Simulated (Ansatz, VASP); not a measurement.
## LiCl: VASP beside Ansatz

```
Li Cl
1.0
     2.56477    2.56477    0.00000
    -2.56477    2.56477    0.00000
     0.00000    2.56477    2.56477
Li Cl
1 1
Direct
  0.00000 0.00000 0.00000
  0.50000 0.50000 0.00000
```

Alike in both runs: task relaxation of cell and atoms; functional r2SCAN; k mesh 12 × 12 × 12; occupations fermi-dirac, width 0.08 eV; no spin polarisation.

```csv
,VASP,Ansatz
version,VASP 6.6.1,Ansatz 0.2.0
potentials or method,"VASP PAW PBE potentials, release 64 (Li_sv, Cl)","PAW with Ansatz's default frozen-core files, scalar-relativistic"
plane-wave cutoff (eV),600,500
valence electrons in the cell,10,10
```

Ansatz gave:

```
relaxed volume (Å³/atom)                                                      : 16.70
relaxed length of the cell vector where the two differ most in proportion (Å) : 3.615
```

**Question.** What did VASP give for the same quantities?

**Answer.** Relaxed volume (Å³/atom): 16.46; relaxed length of the cell vector where the two differ most in proportion (Å): 3.597.

VASP's potentials were made for PBE, not for r2SCAN.

Noted on VASP's run: the cutoff is under 1.25 times that of the potentials, so the pressure is a little rough.
